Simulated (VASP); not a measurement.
# Ca8F15 (a cell with a defect) in VASP: relaxation of the atoms with LDA

Aim: the relaxation of the atoms of Ca8F15 (a cell with a defect) with LDA.

All numbers are computed with VASP 6.6.1; they aren't measurements. Logs are shortened: lines on timing, memory, paths and dates and some standing lists are left out, and cuts for length are marked.

## 1. The cell of the first run

The cell holds a defect, 23 atoms: a = 7.469 Å, b = 7.469 Å, c = 7.469 Å, α = 60.00°, β = 60.00°, γ = 60.00°.

## 2. Relaxation of the atoms, LDA

File INCAR:

```
ALGO = Normal ; EDIFF = 1E-7
EDIFFG = -0.03 ; ENCUT = 520
GGA_COMPAT = F ; IBRION = 2
ISIF = 2 ; ISMEAR = 0
LASPH = T ; LCHARG = F
LREAL = F ; LWAVE = F
NELECT = 186.0 ; NELM = 120
NELMIN = 4 ; NSW = 80
PREC = Accurate ; SIGMA = 0.02
```

File KPOINTS:

```
k-points
0
Gamma
  2 2 2
```

File POSCAR:

```
Ca8F15
1.0
    0.0000000000      5.2812000000      5.2812000000
    5.2812000000      0.0000000000      5.2812000000
    5.2812000000      5.2812000000      0.0000000000
Ca F
8 15
Direct
    0.0000000000      0.0000000000      0.0000000000
    0.0000000000      0.0000000000      0.5000000000
    0.0000000000      0.5000000000      0.0000000000
    0.0000000000      0.5000000000      0.5000000000
    0.5000000000      0.0000000000      0.0000000000
    0.5000000000      0.0000000000      0.5000000000
    0.5000000000      0.5000000000      0.0000000000
    0.5000000000      0.5000000000      0.5000000000
    0.1250000000      0.1250000000      0.1250000000
    0.3750000000      0.3750000000      0.3750000000
    0.1250000000      0.1250000000      0.6250000000
    0.3750000000      0.3750000000      0.8750000000
   -0.1250000000      0.8750000000     -0.1250000000
    0.3750000000      0.8750000000      0.3750000000
    0.1250000000      0.6250000000      0.6250000000
    0.3750000000      0.8750000000      0.8750000000
    0.6250000000      0.1250000000      0.1250000000
    0.8750000000      0.3750000000      0.3750000000
    0.6250000000      0.1250000000      0.6250000000
    0.8750000000      0.3750000000      0.8750000000
    0.6250000000      0.6250000000      0.1250000000
    0.8750000000      0.8750000000      0.3750000000
    0.6250000000      0.6250000000      0.6250000000
```

Potentials or basis: VASP PAW LDA potentials, release 64 (Ca_sv, F).

Run with:

```bash
> cat potpaw_LDA.64/Ca_sv/POTCAR potpaw_LDA.64/F/POTCAR > POTCAR
> mpirun -np 1 vasp_std > vasp.out
```

OUTCAR:

```text
EDIFF = 1E-7
   EDIFFG = -0.03
   ENCUT = 520
   IBRION = 2
   ISIF = 2
   ISMEAR = 0
   LASPH = T
   LREAL = F
   NELECT = 186.0
   NELM = 120
   NELMIN = 4
   NSW = 80
   PREC = Accurate

 ion  position               nearest neighbor table
   1  0.000  0.000  0.000-   9 2.29  11 2.29  13 2.29  16 2.29  17 2.29  20 2.29  22 2.29
   2  0.000  0.000  0.500-   9 2.29  11 2.29  13 2.29  14 2.29  15 2.29  18 2.29  19 2.29  22 2.29

   3  0.000  0.500  0.000-   9 2.29  12 2.29  13 2.29  15 2.29  18 2.29  20 2.29  21 2.29
   4  0.000  0.500  0.500-  10 2.29  11 2.29  15 2.29  18 2.29  20 2.29  22 2.29  23 2.29
   5  0.500  0.000  0.000-   9 2.29  12 2.29  13 2.29  14 2.29  16 2.29  17 2.29  19 2.29  21 2.29

   6  0.500  0.000  0.500-  10 2.29  11 2.29  14 2.29  16 2.29  17 2.29  19 2.29  22 2.29  23 2.29

   7  0.500  0.500  0.000-  10 2.29  12 2.29  16 2.29  17 2.29  20 2.29  21 2.29  23 2.29
   8  0.500  0.500  0.500-  10 2.29  12 2.29  14 2.29  15 2.29  18 2.29  19 2.29  21 2.29  23 2.29

   9  0.125  0.125  0.125-   1 2.29   2 2.29   3 2.29   5 2.29
  10  0.375  0.375  0.375-   4 2.29   6 2.29   7 2.29   8 2.29
  11  0.125  0.125  0.625-   1 2.29   2 2.29   4 2.29   6 2.29
  12  0.375  0.375  0.875-   3 2.29   5 2.29   7 2.29   8 2.29
  13  0.875  0.875  0.875-   1 2.29   2 2.29   3 2.29   5 2.29
  14  0.375  0.875  0.375-   2 2.29   5 2.29   6 2.29   8 2.29
  15  0.125  0.625  0.625-   2 2.29   3 2.29   4 2.29   8 2.29
  16  0.375  0.875  0.875-   1 2.29   5 2.29   6 2.29   7 2.29
  17  0.625  0.125  0.125-   1 2.29   5 2.29   6 2.29   7 2.29
  18  0.875  0.375  0.375-   2 2.29   3 2.29   4 2.29   8 2.29
  19  0.625  0.125  0.625-   2 2.29   5 2.29   6 2.29   8 2.29
  20  0.875  0.375  0.875-   1 2.29   3 2.29   4 2.29   7 2.29
  21  0.625  0.625  0.125-   3 2.29   5 2.29   7 2.29   8 2.29
  22  0.875  0.875  0.375-   1 2.29   2 2.29   4 2.29   6 2.29
  23  0.625  0.625  0.625-   4 2.29   6 2.29   7 2.29   8 2.29

  LATTYP: Found a face centered cubic cell.
 ALAT       =    10.5624000000

  Lattice vectors:

 A1 = (   0.0000000000,   5.2812000000,   5.2812000000)
 A2 = (   5.2812000000,   0.0000000000,   5.2812000000)
 A3 = (   5.2812000000,   5.2812000000,   0.0000000000)

Analysis of symmetry for initial positions (statically):
=====================================================================
 Subroutine PRICEL returns:
 Original cell was already a primitive cell.

 Routine SETGRP: Setting up the symmetry group for a
 face centered cubic supercell.

 Subroutine GETGRP returns: Found 24 space group operations
 (whereof  6 operations were pure point group operations)
 out of a pool of 48 trial point group operations.

The static configuration has the point symmetry C_3v.
 The point group associated with its full space group is T_d .

Analysis of symmetry for dynamics (positions and initial velocities):
=====================================================================
 Subroutine PRICEL returns:
 Original cell was already a primitive cell.

 Routine SETGRP: Setting up the symmetry group for a
 face centered cubic supercell.

 Subroutine GETGRP returns: Found 24 space group operations
 (whereof  6 operations were pure point group operations)
 out of a pool of 48 trial point group operations.

The dynamic configuration has the point symmetry C_3v.
 The point group associated with its full space group is T_d .

 Subroutine INISYM returns: Found 24 space group operations
 (whereof  6 operations are pure point group operations),
 and found     1 'primitive' translations

----------------------------------------------------------------------------------------

                                     Primitive cell

  volume of cell :     294.5967

  direct lattice vectors                    reciprocal lattice vectors
     0.000000000  5.281200000  5.281200000    -0.094675453  0.094675453  0.094675453
     5.281200000  0.000000000  5.281200000     0.094675453 -0.094675453  0.094675453
     5.281200000  5.281200000  0.000000000     0.094675453  0.094675453 -0.094675453

  length of vectors
     7.468744666  7.468744666  7.468744666     0.163982694  0.163982694  0.163982694

  position of ions in fractional coordinates (direct lattice)
     0.000000000  0.000000000  0.000000000
     0.000000000  0.000000000  0.500000000
     0.000000000  0.500000000  0.000000000
     0.000000000  0.500000000  0.500000000
     0.500000000  0.000000000  0.000000000
     0.500000000  0.000000000  0.500000000
[... 15 lines left out ...]
     0.875000000  0.875000000  0.375000000
     0.625000000  0.625000000  0.625000000

  ion indices of the primitive-cell ions
   primitive index   ion index
                 1           1
                 2           2
                 3           3
                 4           4
                 5           5
                 6           6
[... 15 lines left out ...]
                22          22
                23          23

----------------------------------------------------------------------------------------

 KPOINTS: k-points

Automatic generation of k-mesh.
 Grid dimensions read from file:
 generate k-points for:    2    2    2

 Generating k-lattice:

  Cartesian coordinates                     Fractional coordinates (reciprocal lattice)
    -0.047337726  0.047337726  0.047337726     0.500000000  0.000000000  0.000000000
     0.047337726 -0.047337726  0.047337726     0.000000000  0.500000000  0.000000000
     0.047337726  0.047337726 -0.047337726     0.000000000  0.000000000  0.500000000

  Length of vectors
     0.081991347  0.081991347  0.081991347

  Shift w.r.t. Gamma in fractional coordinates (k-lattice)
     0.000000000  0.000000000  0.000000000

 Subroutine IBZKPT returns following result:
 ===========================================

 Found      3 irreducible k-points:

 Following reciprocal coordinates:
            Coordinates               Weight
  0.000000  0.000000  0.000000      1.000000
  0.500000  0.000000  0.000000      4.000000
  0.500000  0.500000  0.000000      3.000000
   k-points           NKPTS =      3   k-points in BZ     NKDIM =      3   number of bands    NBANDS=    111
   number of dos      NEDOS =    301   number of ions     NIONS =     23
   total plane-waves  NPLWV = 175616
   dimension x,y,z NGX =    56 NGY =   56 NGZ =   56
   dimension x,y,z NGXF=   112 NGYF=  112 NGZF=  112
   ions per type =               8  15
   NGX,Y,Z   is equivalent  to a cutoff of  12.46, 12.46, 12.46 a.u.
   NGXF,Y,Z  is equivalent  to a cutoff of  24.93, 24.93, 24.93 a.u.
 SYSTEM =  unknown system
   PREC   = accura    normal or accurate (medium, high low for compatibility)
   ISTART =      0    job   : 0-new  1-cont  2-samecut
   ICHARG =      2    charge: 1-file 2-atom 10-const
   ISPIN  =      1    spin polarized calculation?
   LNONCOLLINEAR =      F non collinear calculations
   LSORBIT =      F    spin-orbit coupling
   LASPH  =      T    aspherical Exc in radial PAW
   ENCUT  =  520.0 eV  38.22 Ry    6.18 a.u.  13.89 13.89 13.89*2*pi/ulx,y,z
   NELM   =    120;   NELMIN=  4; NELMDL= -5     # of ELM steps
   EDIFF  = 0.1E-06   stopping-criterion for ELM
   LREAL  =      F    real-space projection
   EDIFFG = -.3E-01   stopping-criterion for IOM
   NSW    =     80    number of steps for IOM
   IBRION =      2    ionic relax: 0-MD 1-quasi-New 2-CG
   NFREE  =      1    steps in history (QN), initial steepest desc. (CG)
   ISIF   =      2    stress and relaxation
   ISYM   =      2    0-nonsym 1-usesym 2-fastsym
   POTIM  = 0.5000    time-step for ionic-motion
   TEBEG  =    0.0;   TEEND  =   0.0 temperature during run
   PSTRESS=    0.0 pullay stress
   NELECT =     186.0000    total number of electrons
   NUPDOWN=      -1.0000    fix difference up-down
   EMIN   =  10.00;   EMAX   =-10.00  energy-range for DOS
   EFERMI =   0.00;   METHOD = LEGACY
   ISMEAR =     0;   SIGMA  =   0.02  broadening in eV -4-tet -1-fermi 0-gaus
   EFERMI_NEDOS =   21; number of points for ismear=-14 and -15
   IALGO  =     38    algorithm
   IMIX   =      4    mixing-type and parameters
     AMIX     =   0.40;   BMIX     =  1.00
     AMIX_MAG =   1.60;   BMIX_MAG =  1.00
  volume/ion in A,a.u.               =      12.81        86.44
  Fermi-wavevector in a.u.,A,eV,Ry     =   1.404440  2.654007 26.836836  1.972452
  Thomas-Fermi vector in A             =   2.527001
   LORBIT       =      0    0 simple, 1 ext, 2 COOP (PROOUT), +10 PAW based schemes
   GGA     = CA    functional components
   LHFCALC =     F    Hartree Fock is set to
   AEXX    =    0.0000 exact exchange contribution
   IVDW    =     0    specifies the selected vdW correction
   LEPSILON=     F    determine dielectric tensor
   LRPA    =     F    only Hartree local field effects (RPA)
 conjugate gradient relaxation of ions
 non-spin polarized calculation
 Gauss-broadening in eV      SIGMA  =   0.02
  energy-cutoff  :      520.00
  volume of cell :      294.60
 maximum number of plane-waves:      7954
 NGX is ok and might be reduce to    56
   NGX = 27   NGY = 27   NGZ = 27

--------------------------------------- Ionic step        1  -------------------------------------------

 number of electron     186.0000225 magnetization

 Free energy of the ion-electron system (eV)
  ---------------------------------------------------
  ext. energy  EPLUGINS =         0.00000000
  ---------------------------------------------------
  free energy    TOTEN  =      -136.81997140 eV

  energy without entropy =     -136.81997140  energy(sigma->0) =     -136.81997140

------------------------ aborting loop because EDIFF is reached ----------------------------------------

  FORCE on cell =-STRESS in cart. coord.  units (eV):
  Direction    XX          YY          ZZ          XY          YZ          ZX
  --------------------------------------------------------------------------------------
  -------------------------------------------------------------------------------------
  Total       15.7550507     15.7550507     15.7550507      0.0000000      0.0000000     -0.0000000
  in kB       85.6845553     85.6845553     85.6845553      0.0000000      0.0000000     -0.0000000
  external PRESSURE =      85.6845553 kB  Pullay stress =       0.0000000 kB
[... 270 lines left out ...]
  energy  without entropy=     -137.0133086271  energy(sigma->0) =     -137.01330863

--------------------------------------- Ionic step        6  -------------------------------------------

 number of electron     186.0000109 magnetization

 Free energy of the ion-electron system (eV)
  ---------------------------------------------------
  ext. energy  EPLUGINS =         0.00000000
  ---------------------------------------------------
  free energy    TOTEN  =      -137.01400011 eV

  energy without entropy =     -137.01400011  energy(sigma->0) =     -137.01400011

 E-fermi :   5.9395     XC(G=0): -10.8200

 val. band max:        5.7382879837   @ k =   0.5000   0.5000   0.0000
 cond. band min:       6.8733376046   @ k =   0.0000   0.0000   0.0000
 fundamental gap:      1.1350496209
 Fermi energy:         5.9394551437

 k-point     1 :       0.0000    0.0000    0.0000
  band No.  band energies     occupation
      1     -36.0824      2.00000
      2     -36.0343      2.00000
      3     -36.0343      2.00000
      4     -36.0343      2.00000
      5     -35.7408      2.00000
      6     -35.7089      2.00000
[... 313 lines left out ...]
    104       8.6149      0.00000
    105       8.6544      0.00000
 [bands above 105 left out]

------------------------ aborting loop because EDIFF is reached ----------------------------------------

  FORCE on cell =-STRESS in cart. coord.  units (eV):
  Direction    XX          YY          ZZ          XY          YZ          ZX
  --------------------------------------------------------------------------------------
  -------------------------------------------------------------------------------------
  Total       15.2965147     15.2965147     15.2965147      0.0000000      0.0000000      0.0000000
  in kB       83.1907869     83.1907869     83.1907869      0.0000000      0.0000000      0.0000000
  external PRESSURE =      83.1907869 kB  Pullay stress =       0.0000000 kB
[... 38 lines left out ...]
  FREE ENERGIE OF THE ION-ELECTRON SYSTEM (eV)
  ---------------------------------------------------
  free  energy   TOTEN  =      -137.0140001080 eV

  energy  without entropy=     -137.0140001080  energy(sigma->0) =     -137.01400011

 reached required accuracy - stopping structural energy minimisation
```

Wall time 11 min (1 thread of Intel Xeon Platinum 8375C at 2.90GHz (Ice Lake), shared host); peak memory 0.37 GiB.

What came out:

| Property | Result |
| --- | --- |
| Free energy | -137.0140 eV |
| Energy gained by relaxing | 8.4 meV/atom |
| Ionic steps | 6 |
| Largest force after relaxing | 0.012 eV/Å |

Forces on the atoms (eV/Å):
```
Ca   0.004 -0.004  0.004
Ca  -0.001  0.001  0.001
Ca  -0.004 -0.004 -0.004
Ca   0.004  0.004 -0.004
Ca   0.001  0.001 -0.001
Ca  -0.001 -0.001 -0.001
Ca  -0.004  0.004  0.004
Ca   0.001 -0.001  0.001
F    0.000 -0.012  0.000
F    0.000  0.002  0.000
F    0.012  0.000  0.000
F   -0.002  0.000  0.000
F    0.000 -0.002  0.000
F    0.000  0.000  0.000
F    0.000  0.000 -0.012
F    0.000  0.000  0.002
F    0.000  0.000  0.012
F    0.000  0.000 -0.002
F    0.000  0.000  0.000
F    0.000  0.000  0.000
F   -0.012  0.000  0.000
F    0.002  0.000  0.000
F    0.000  0.012  0.000
```

Step by step:
| step | energy change (eV) | largest force (eV/Å) | pressure (GPa) |
| --- | --- | --- | --- |
| 1 | 0.0000 | 0.7506 | 8.57 |
| 2 | -0.1459 | 0.3220 | 8.35 |
| 3 | -0.1830 | 0.1241 | 8.22 |
| 4 | -0.1917 | 0.0769 | 8.27 |
| 5 | -0.1933 | 0.0470 | 8.30 |
| 6 | -0.1940 | 0.0121 | 8.32 |

Final structure:
```
CELL_PARAMETERS angstrom
0.00000 5.28120 5.28120
5.28120 0.00000 5.28120
5.28120 5.28120 0.00000
ATOMIC_POSITIONS crystal
Ca 0.00305 0.99086 0.00305
Ca 0.00102 0.99966 0.49966
Ca 0.00305 0.50305 0.00305
Ca 0.00305 0.50305 0.49086
Ca 0.49966 0.99966 0.00102
Ca 0.49966 0.99966 0.49966
Ca 0.49086 0.50305 0.00305
Ca 0.49966 0.50102 0.49966
F 0.12568 0.12432 0.12568
F 0.38109 0.36891 0.38109
F 0.12568 0.12432 0.62432
F 0.38109 0.36891 0.86891
F 0.86891 0.88109 0.86891
F 0.37500 0.87500 0.37500
F 0.12568 0.62568 0.62432
F 0.38109 0.88109 0.86891
F 0.62432 0.12432 0.12568
F 0.86891 0.36891 0.38109
F 0.62500 0.12500 0.62500
F 0.87500 0.37500 0.87500
F 0.62432 0.62568 0.12568
F 0.86891 0.88109 0.38109
F 0.62432 0.62568 0.62432
```

Levels at points of the mesh, in eV from the Fermi level:
```
           k point  band 89  band 90  band 91  band 92  band 93  band 94  band 95  band 96  band 97  band 98
(0.00, 0.00, 0.00)    -7.27    -7.03    -7.03    -7.03    -0.75     0.93     0.93     0.93     1.51     2.43
(0.50, 0.00, 0.00)    -7.44    -7.30    -7.30    -7.30    -0.27     1.15     1.19     1.19     1.65     1.76
(0.50, 0.50, 0.00)    -7.22    -7.12    -7.10    -7.10    -0.20     1.14     1.14     1.26     1.86     1.88
```

Caveat: the k points lie up to 0.52 Å⁻¹ apart; the cell carries a net charge on a neutralising background, which shifts energy and pressure; the cell is charged against a uniform background, so pressure and absolute levels hang on convention.
